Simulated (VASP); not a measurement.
# GeW6 (Pm-3m) in VASP: single point with PBE

Aim: the single point of GeW6 with PBE.

All numbers are computed with VASP 6.6.1; they aren't measurements. Logs are shortened: lines on timing, memory, paths and dates and some standing lists are left out, and cuts for length are marked.

## (1) The cell of the first run

It takes space group Pm-3m (No. 221, cubic). Conventional cell: a = 6.161 Å, b = 6.161 Å, c = 6.161 Å, α = 90.00°, β = 90.00°, γ = 90.00°. Within 3.3 Å of W (site symmetry 4mm) lie 5 W at 2.51 to 2.58 Å.

The cell was built from a structure type or drawn by symmetry, and may not be a known phase.

## (2) Single point, PBE

Input file INCAR:

```
ALGO = Fast ; EDIFF = 1E-6
ENCUT = 520 ; GGA = PE
ISIF = 2 ; ISMEAR = 0
LASPH = T ; LCHARG = F
LREAL = F ; LWAVE = F
NBANDS = 58 ; NELM = 80
PREC = Accurate ; SIGMA = 0.1
```

Input file KPOINTS:

```
k-points
0
Gamma
  4 4 4
```

Input file POSCAR:

```
GeW6
1.0
    6.1607692268      0.0000000000      0.0000000000
    0.0000000000      6.1607692268      0.0000000000
    0.0000000000      0.0000000000      6.1607692268
Ge W
1 6
Direct
    0.0000000000      0.0000000000      0.0000000000
    0.2034768401      0.5000000000      0.5000000000
    0.5000000000      0.2034768401      0.5000000000
    0.7965231599      0.5000000000      0.5000000000
    0.5000000000      0.7965231599      0.5000000000
    0.5000000000      0.5000000000      0.2034768401
    0.5000000000      0.5000000000      0.7965231599
```

Potentials or basis: VASP PAW PBE potentials, release 64 (Ge_d, W_sv).

Started as:

```console
cat potpaw_PBE.64/Ge_d/POTCAR potpaw_PBE.64/W_sv/POTCAR > POTCAR
mpirun -np 1 vasp_std > vasp.out
```

OUTCAR:

```text
EDIFF = 1E-6
   ENCUT = 520
   GGA = PE
   ISIF = 2
   ISMEAR = 0
   LASPH = T
   LREAL = F
   NELM = 80
   PREC = Accurate

 ion  position               nearest neighbor table
   1  0.000  0.000  0.000-
   2  0.203  0.500  0.500-   4 2.51   3 2.58   5 2.58   6 2.58   7 2.58
   3  0.500  0.203  0.500-   5 2.51   4 2.58   2 2.58   6 2.58   7 2.58
   4  0.797  0.500  0.500-   2 2.51   3 2.58   5 2.58   6 2.58   7 2.58
   5  0.500  0.797  0.500-   3 2.51   2 2.58   4 2.58   6 2.58   7 2.58
   6  0.500  0.500  0.203-   7 2.51   3 2.58   4 2.58   5 2.58   2 2.58
   7  0.500  0.500  0.797-   6 2.51   3 2.58   4 2.58   5 2.58   2 2.58

  LATTYP: Found a simple cubic cell.
 ALAT       =     6.1607692268

  Lattice vectors:

 A1 = (   6.1607692268,   0.0000000000,   0.0000000000)
 A2 = (   0.0000000000,   6.1607692268,   0.0000000000)
 A3 = (   0.0000000000,   0.0000000000,   6.1607692268)

Analysis of symmetry for initial positions (statically):
=====================================================================
 Subroutine PRICEL returns:
 Original cell was already a primitive cell.

 Routine SETGRP: Setting up the symmetry group for a
 simple cubic supercell.

 Subroutine GETGRP returns: Found 48 space group operations
 (whereof 48 operations were pure point group operations)
 out of a pool of 48 trial point group operations.

The static configuration has the point symmetry O_h .

Analysis of symmetry for dynamics (positions and initial velocities):
=====================================================================
 Subroutine PRICEL returns:
 Original cell was already a primitive cell.

 Routine SETGRP: Setting up the symmetry group for a
 simple cubic supercell.

 Subroutine GETGRP returns: Found 48 space group operations
 (whereof 48 operations were pure point group operations)
 out of a pool of 48 trial point group operations.

The dynamic configuration has the point symmetry O_h .

 Subroutine INISYM returns: Found 48 space group operations
 (whereof 48 operations are pure point group operations),
 and found     1 'primitive' translations

----------------------------------------------------------------------------------------

                                     Primitive cell

  volume of cell :     233.8325

  direct lattice vectors                    reciprocal lattice vectors
     6.160769227  0.000000000  0.000000000     0.162317393  0.000000000  0.000000000
     0.000000000  6.160769227  0.000000000     0.000000000  0.162317393  0.000000000
     0.000000000  0.000000000  6.160769227     0.000000000  0.000000000  0.162317393

  length of vectors
     6.160769227  6.160769227  6.160769227     0.162317393  0.162317393  0.162317393

  position of ions in fractional coordinates (direct lattice)
     0.000000000  0.000000000  0.000000000
     0.203476840  0.500000000  0.500000000
     0.500000000  0.203476840  0.500000000
     0.796523160  0.500000000  0.500000000
     0.500000000  0.796523160  0.500000000
     0.500000000  0.500000000  0.203476840
     0.500000000  0.500000000  0.796523160

  ion indices of the primitive-cell ions
   primitive index   ion index
                 1           1
                 2           2
                 3           3
                 4           4
                 5           5
                 6           6
                 7           7

----------------------------------------------------------------------------------------

 KPOINTS: k-points

Automatic generation of k-mesh.
 Grid dimensions read from file:
 generate k-points for:    4    4    4

 Generating k-lattice:

  Cartesian coordinates                     Fractional coordinates (reciprocal lattice)
     0.040579348  0.000000000  0.000000000     0.250000000  0.000000000  0.000000000
     0.000000000  0.040579348  0.000000000     0.000000000  0.250000000  0.000000000
     0.000000000  0.000000000  0.040579348     0.000000000  0.000000000  0.250000000

  Length of vectors
     0.040579348  0.040579348  0.040579348

  Shift w.r.t. Gamma in fractional coordinates (k-lattice)
     0.000000000  0.000000000  0.000000000

 Subroutine IBZKPT returns following result:
 ===========================================

 Found     10 irreducible k-points:

 Following reciprocal coordinates:
            Coordinates               Weight
  0.000000  0.000000  0.000000      1.000000
  0.250000  0.000000  0.000000      6.000000
  0.500000  0.000000  0.000000      3.000000
  0.250000  0.250000  0.000000     12.000000
  0.500000  0.250000  0.000000     12.000000
  0.500000  0.500000  0.000000      3.000000
  0.250000  0.250000  0.250000      8.000000
  0.500000  0.250000  0.250000     12.000000
  0.500000  0.500000  0.250000      6.000000
  0.500000  0.500000  0.500000      1.000000
   k-points           NKPTS =     10   k-points in BZ     NKDIM =     10   number of bands    NBANDS=     58
   number of dos      NEDOS =    301   number of ions     NIONS =      7
   total plane-waves  NPLWV = 110592
   dimension x,y,z NGX =    48 NGY =   48 NGZ =   48
   dimension x,y,z NGXF=    96 NGYF=   96 NGZF=   96
   ions per type =               1   6
   NGX,Y,Z   is equivalent  to a cutoff of  12.95, 12.95, 12.95 a.u.
   NGXF,Y,Z  is equivalent  to a cutoff of  25.91, 25.91, 25.91 a.u.
 SYSTEM =  unknown system
   PREC   = accura    normal or accurate (medium, high low for compatibility)
   ISTART =      0    job   : 0-new  1-cont  2-samecut
   ICHARG =      2    charge: 1-file 2-atom 10-const
   ISPIN  =      1    spin polarized calculation?
   LNONCOLLINEAR =      F non collinear calculations
   LSORBIT =      F    spin-orbit coupling
   LASPH  =      T    aspherical Exc in radial PAW
   ENCUT  =  520.0 eV  38.22 Ry    6.18 a.u.  11.45 11.45 11.45*2*pi/ulx,y,z
   NELM   =     80;   NELMIN=  2; NELMDL= -5     # of ELM steps
   EDIFF  = 0.1E-05   stopping-criterion for ELM
   LREAL  =      F    real-space projection
   EDIFFG = 0.1E-04   stopping-criterion for IOM
   NSW    =      0    number of steps for IOM
   IBRION =     -1    ionic relax: 0-MD 1-quasi-New 2-CG
   NFREE  =      0    steps in history (QN), initial steepest desc. (CG)
   ISIF   =      2    stress and relaxation
   ISYM   =      2    0-nonsym 1-usesym 2-fastsym
   POTIM  = 0.5000    time-step for ionic-motion
   TEBEG  =    0.0;   TEEND  =   0.0 temperature during run
   PSTRESS=    0.0 pullay stress
   NELECT =      98.0000    total number of electrons
   NUPDOWN=      -1.0000    fix difference up-down
   EMIN   =  10.00;   EMAX   =-10.00  energy-range for DOS
   EFERMI =   0.00;   METHOD = LEGACY
   ISMEAR =     0;   SIGMA  =   0.10  broadening in eV -4-tet -1-fermi 0-gaus
   EFERMI_NEDOS =   21; number of points for ismear=-14 and -15
   IALGO  =     68    algorithm
   IMIX   =      4    mixing-type and parameters
     AMIX     =   0.40;   BMIX     =  1.00
     AMIX_MAG =   1.60;   BMIX_MAG =  1.00
  volume/ion in A,a.u.               =      33.40       225.43
  Fermi-wavevector in a.u.,A,eV,Ry     =   1.225129  2.315159 20.421552  1.500942
  Thomas-Fermi vector in A             =   2.360179
   LORBIT       =      0    0 simple, 1 ext, 2 COOP (PROOUT), +10 PAW based schemes
   GGA     = PE    functional components
   LHFCALC =     F    Hartree Fock is set to
   AEXX    =    0.0000 exact exchange contribution
   IVDW    =     0    specifies the selected vdW correction
   LEPSILON=     F    determine dielectric tensor
   LRPA    =     F    only Hartree local field effects (RPA)
 non-spin polarized calculation
 RMM-DIIS sequential band-by-band and
 Gauss-broadening in eV      SIGMA  =   0.10
  energy-cutoff  :      520.00
  volume of cell :      233.83
 maximum number of plane-waves:      6355
 NGX is ok and might be reduce to    48
   NGX = 23   NGY = 23   NGZ = 23

 number of electron      98.0000004 magnetization

 Free energy of the ion-electron system (eV)
  ---------------------------------------------------
  ext. energy  EPLUGINS =         0.00000000
  ---------------------------------------------------
  free energy    TOTEN  =       -62.75303089 eV

  energy without entropy =      -62.69834396  energy(sigma->0) =      -62.72568742

 E-fermi :   2.5914     XC(G=0):  -8.9470

 val. band max:        2.5836521504   @ k =   0.5000   0.2500   0.0000
 cond. band min:       2.6055672778   @ k =   0.2500   0.2500   0.0000
 fundamental gap:      0.0219151274
 Fermi energy:         2.5913925091

 k-point     1 :       0.0000    0.0000    0.0000
  band No.  band energies     occupation
      1     -70.7543      2.00000
      2     -70.5740      2.00000
      3     -70.5740      2.00000
      4     -70.5483      2.00000
      5     -70.5483      2.00000
      6     -70.5483      2.00000
[... 50 lines left out ...]
     57       3.9982      0.00000
     58       3.9983      0.00000

 k-point     2 :       0.2500    0.0000    0.0000
  band No.  band energies     occupation
      1     -70.7452      2.00000
      2     -70.6090      2.00000
      3     -70.5740      2.00000
      4     -70.5483      2.00000
      5     -70.5483      2.00000
      6     -70.5223      2.00000
[... 50 lines left out ...]
     57       4.5075      0.00000
     58       4.5136      0.00000

 k-point     3 :       0.5000    0.0000    0.0000
  band No.  band energies     occupation
      1     -70.7336      2.00000
      2     -70.6338      2.00000
      3     -70.5740      2.00000
      4     -70.5483      2.00000
      5     -70.5483      2.00000
      6     -70.5091      2.00000
[... 362 lines left out ...]
      3     -70.6338      2.00000
      4     -70.5949      2.00000
      5     -70.5020      2.00000
      6     -70.4878      2.00000
[... 50 lines left out ...]
     57       4.3630      0.00000
     58       4.9323      0.00000

 k-point    10 :       0.5000    0.5000    0.5000
  band No.  band energies     occupation
      1     -70.6701      2.00000
      2     -70.6338      2.00000
      3     -70.6338      2.00000
      4     -70.6338      2.00000
      5     -70.4877      2.00000
      6     -70.4877      2.00000
[... 50 lines left out ...]
     57       4.2536      0.00000
     58       4.2930      0.00000

------------------------ aborting loop because EDIFF is reached ----------------------------------------

  FORCE on cell =-STRESS in cart. coord.  units (eV):
  Direction    XX          YY          ZZ          XY          YZ          ZX
  --------------------------------------------------------------------------------------
  -------------------------------------------------------------------------------------
  Total        0.3760256      0.3760256      0.3760256      0.0000000     -0.0000000      0.0000000
  in kB        2.5764586      2.5764586      2.5764586      0.0000000     -0.0000000      0.0000000
  external PRESSURE =       2.5764586 kB  Pullay stress =       0.0000000 kB

 VOLUME and BASIS-vectors are now :
 -----------------------------------------------------------------------------
  energy-cutoff  :      520.00
  volume of cell :      233.83
      direct lattice vectors                 reciprocal lattice vectors
     6.160769227  0.000000000  0.000000000     0.162317393  0.000000000  0.000000000
     0.000000000  6.160769227  0.000000000     0.000000000  0.162317393  0.000000000
     0.000000000  0.000000000  6.160769227     0.000000000  0.000000000  0.162317393

 POSITION                                       TOTAL-FORCE (eV/Angst)
 -----------------------------------------------------------------------------------
      0.00000      0.00000      0.00000        -0.000000      0.000000      0.000000
      1.25357      3.08038      3.08038        -0.002912     -0.000000      0.000000
      3.08038      1.25357      3.08038        -0.000000     -0.002912      0.000000
      4.90720      3.08038      3.08038         0.002912      0.000000     -0.000000
      3.08038      4.90720      3.08038         0.000000      0.002912     -0.000000
      3.08038      3.08038      1.25357        -0.000000     -0.000000     -0.002912
      3.08038      3.08038      4.90720         0.000000      0.000000      0.002912
 -----------------------------------------------------------------------------------
    total drift:                                0.000000     -0.000000     -0.000000

  FREE ENERGIE OF THE ION-ELECTRON SYSTEM (eV)
  ---------------------------------------------------
  free  energy   TOTEN  =       -62.7530308854 eV

  energy  without entropy=      -62.6983439608  energy(sigma->0) =      -62.72568742
```

Wall time 9.9 min (1 thread of Intel Xeon Platinum 8259CL at 2.50GHz (Skylake/Cascade Lake), shared host); peak memory 0.39 GiB.

Results:

```yaml
Free_energy: -62.7530 eV
Pressure: 0.3 GPa
Band_gap_on_the_k_mesh: zero (bands 49 and 50 overlap by 0.57 eV)
```

Forces in eV/Å, atoms in the order of the input:
```
Ge   0.000  0.000  0.000
W   -0.003  0.000  0.000
W    0.000 -0.003  0.000
W    0.003  0.000  0.000
W    0.000  0.003  0.000
W    0.000  0.000 -0.003
W    0.000  0.000  0.003
```

Levels at points of the mesh, in eV from the Fermi level:
| k point | band 45 | band 46 | band 47 | band 48 | band 49 | band 50 | band 51 | band 52 | band 53 | band 54 |
| --- | --- | --- | --- | --- | --- | --- | --- | --- | --- | --- |
| (0.00, 0.00, 0.00) | -0.67 | -0.67 | -0.67 | -0.35 | -0.35 | 1.02 | 1.02 | 1.02 | 1.31 | 1.31 |
| (0.50, 0.00, 0.00) | -0.52 | -0.34 | -0.30 | -0.28 | -0.28 | 0.17 | 0.40 | 0.40 | 0.82 | 1.55 |
| (0.50, 0.50, 0.00) | -0.61 | -0.21 | -0.21 | -0.14 | 0.26 | 0.55 | 0.55 | 0.89 | 1.01 | 1.27 |
| (0.50, 0.50, 0.50) | -0.71 | -0.71 | -0.71 | -0.31 | -0.31 | -0.31 | 1.02 | 1.02 | 1.02 | 1.55 |

Caveat: spin-orbit coupling is left out, which moves the levels of the heavy elements.
